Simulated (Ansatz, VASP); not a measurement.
SnO2: VASP beside Ansatz

INCAR

```
SYSTEM = SnO2
ALGO     = Normal         ! electronic algorithm
EDIFF    = 1E-6           ! SCF threshold, eV
EDIFFG   = -0.01          ! ionic threshold
ENCUT    = 600            ! plane-wave cutoff, eV
GGA      = PE             ! functional
IBRION   = 2              ! ionic algorithm
ISIF     = 3              ! what is computed and relaxed
ISMEAR   = -1             ! smearing method
LASPH    = .TRUE.         ! aspherical terms in the spheres
LCHARG   = .FALSE.        ! write CHGCAR
LREAL    = .FALSE.        ! projectors in reciprocal space
LWAVE    = .FALSE.        ! write WAVECAR
NELM     = 60             ! most SCF steps
NSW      = 60             ! ionic steps
PREC     = Accurate       ! precision mode
SIGMA    = 0.05           ! smearing width, eV
```

The input KPOINTS:

```
k-points
0
G
  5 5 5
  0 0 0
```

Contents of POSCAR:

```
SnO2
1.0
    5.1752560000      0.0000000000      0.0000000000
    0.0000000000      5.1752560000      0.0000000000
    0.0000000000      0.0000000000      5.1752560000
Sn O
4 8
Direct
    0.0000000000      0.0000000000      0.0000000000
    0.5000000000      0.0000000000      0.5000000000
    0.5000000000      0.5000000000      0.0000000000
    0.0000000000      0.5000000000      0.5000000000
    0.6610980000      0.8389020000      0.1610980000
    0.8389020000      0.1610980000      0.6610980000
    0.1610980000      0.6610980000      0.8389020000
    0.3389020000      0.3389020000      0.3389020000
    0.6610980000      0.6610980000      0.6610980000
    0.8389020000      0.3389020000      0.1610980000
    0.1610980000      0.8389020000      0.3389020000
    0.3389020000      0.1610980000      0.8389020000
```

File input.yaml:

```yaml
crystal:
  lattice:
    - [5.175256, 0.0, 0.0]
    - [0.0, 5.175256, 0.0]
    - [0.0, 0.0, 5.175256]
  atoms:
    - { symbol: Sn, position: [0.0, 0.0, 0.0] }
    - { symbol: Sn, position: [0.5, 0.0, 0.5] }
    - { symbol: Sn, position: [0.5, 0.5, 0.0] }
    - { symbol: Sn, position: [0.0, 0.5, 0.5] }
    - { symbol: O, position: [0.661098, 0.838902, 0.161098] }
    - { symbol: O, position: [0.838902, 0.161098, 0.661098] }
    - { symbol: O, position: [0.161098, 0.661098, 0.838902] }
    - { symbol: O, position: [0.338902, 0.338902, 0.338902] }
    - { symbol: O, position: [0.661098, 0.661098, 0.661098] }
    - { symbol: O, position: [0.838902, 0.338902, 0.161098] }
    - { symbol: O, position: [0.161098, 0.838902, 0.338902] }
    - { symbol: O, position: [0.338902, 0.161098, 0.838902] }
hamiltonian:
  xc: pbe
  pseudopotentials: { kind: paw }
kpoints:
  mp_grid: { grid: [5, 5, 5] }
scf:
  occupations: { method: fermi_dirac, width: 0.05 }
output:
  forces: true
  stress: true
  eigenvalues: true
  write_density: true
  write_potential: true
  elf: true
  volumetric_format: npy
relax:
  f_tol: 0.01
  max_steps: 40
  cell: { stress_tol: 0.05 }
```

Alike in both runs: task relaxation of cell and atoms; functional PBE; k mesh 5 × 5 × 5; occupations fermi-dirac, width 0.05 eV; no spin polarisation.

|  | VASP | Ansatz |
| --- | --- | --- |
| version | VASP 6.6.1 | Ansatz 0.2.0 |
| potentials or method | VASP PAW PBE potentials, release 64 (Sn_d, O) | Ansatz PAW |
| plane-wave cutoff (eV) | 600 | 420 |
| valence electrons in the cell | 104 | 104 |

|  | VASP | Ansatz | Ansatz less VASP |
| --- | --- | --- | --- |
| gap on the k mesh at the Fermi level, each at its own relaxed structure (eV) | 0.57 | 0.60 | +0.026 |
| relaxed volume (Å³/atom) | 11.54 | 11.51 | -0.023 |
| relaxed cell length with the largest relative difference (Å) | 5.173 | 5.170 | -0.0034 |

Noted on Ansatz's run: odd divisions of the mesh miss points on the zone boundary, where band edges often lie, so the gap on the mesh can be too wide; the plane-wave basis is chosen anew once the cell has moved, so the energies of steps on either side of that aren't comparable.
